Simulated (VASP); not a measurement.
Set up this calculation in VASP 6.6.1, as the native input.

| Item | Value |
| --- | --- |
| Task | single point |
| Functional | r2SCAN |
| Potentials or basis | VASP PAW PBE potentials, release 64 (Zn) |
| Cutoff | 520 eV |
| k mesh | 16 × 16 × 16 |
| Occupations | fermi-dirac, width 0.1 eV |
| Spin | no spin polarisation |
| Dipole correction | no |
| Further INCAR settings | ALGO = Normal; EDIFF = 1e-07; NBANDS = 12 |

Zn:

```
Zn
1.0
    -1.59272    1.59272    1.59272
     1.59272   -1.59272    1.59272
     1.59272    1.59272   -1.59272
Zn
1
Cartesian
  0.0000 0.0000 0.0000
```

This cell differs from its parent crystal: volume scaled by 1.12.

One way to write it, as run:

POSCAR

```
Zn
1.0
   -1.5927167436      1.5927167436      1.5927167436
    1.5927167436     -1.5927167436      1.5927167436
    1.5927167436      1.5927167436     -1.5927167436
Zn
1
Direct
    0.0000000000      0.0000000000      0.0000000000
```

INCAR.step1

```
SYSTEM = Zn
PREC     = Accurate       ! precision mode
ENCUT    = 520            ! plane-wave cutoff, eV
ISMEAR   = -1             ! smearing method
SIGMA    = 0.1            ! smearing width, eV
LREAL    = .False.        ! projectors in reciprocal space
LASPH    = .True.         ! aspherical terms in the spheres
NELM     = 80             ! most SCF steps
NBANDS   = 12             ! bands
GGA      = PE             ! functional
ALGO     = Normal         ! electronic algorithm
EDIFF    = 1E-4           ! SCF threshold, eV
LWAVE    = .True.         ! write WAVECAR
LCHARG   = .False.        ! write CHGCAR
```

INCAR.step2

```
SYSTEM = Zn
PREC     = Accurate       ! precision mode
ENCUT    = 520            ! plane-wave cutoff, eV
EDIFF    = 1E-7           ! SCF threshold, eV
ISMEAR   = -1             ! smearing method
SIGMA    = 0.1            ! smearing width, eV
LREAL    = .False.        ! projectors in reciprocal space
LASPH    = .True.         ! aspherical terms in the spheres
NELM     = 80             ! most SCF steps
ALGO     = Normal         ! electronic algorithm
ISIF     = 2              ! what is computed and relaxed
LWAVE    = .False.        ! write WAVECAR
LCHARG   = .False.        ! write CHGCAR
METAGGA  = R2SCAN         ! meta-GGA
LMIXTAU  = .True.       
NBANDS   = 12             ! bands
ISTART   = 1
```

KPOINTS

```
Automatic mesh
0
Gamma
  16 16 16
  0 0 0
```

Potentials or basis: VASP PAW PBE potentials, release 64 (Zn).

Launch:

```sh
$ cat potpaw_PBE.64/Zn/POTCAR > POTCAR
$ cp INCAR.step1 INCAR
$ mpirun -np 1 vasp_std > vasp.out
$ cp INCAR.step2 INCAR
$ mpirun -np 1 vasp_std > vasp.out
```

Results of the run:

| Quantity | Value |
| --- | --- |
| Pressure | -6.8 GPa |
| Band gap on the k mesh | zero (band 6 reaches 7.02 eV, above the bottom of band 7 at 1.64 eV) |

Caveat: the PAW data sets were made with another functional, which shifts forces and pressure a little.

Wall time 71 s on 1 thread of Intel Xeon 6975P-C (shared host), peak memory 0.16 GiB.
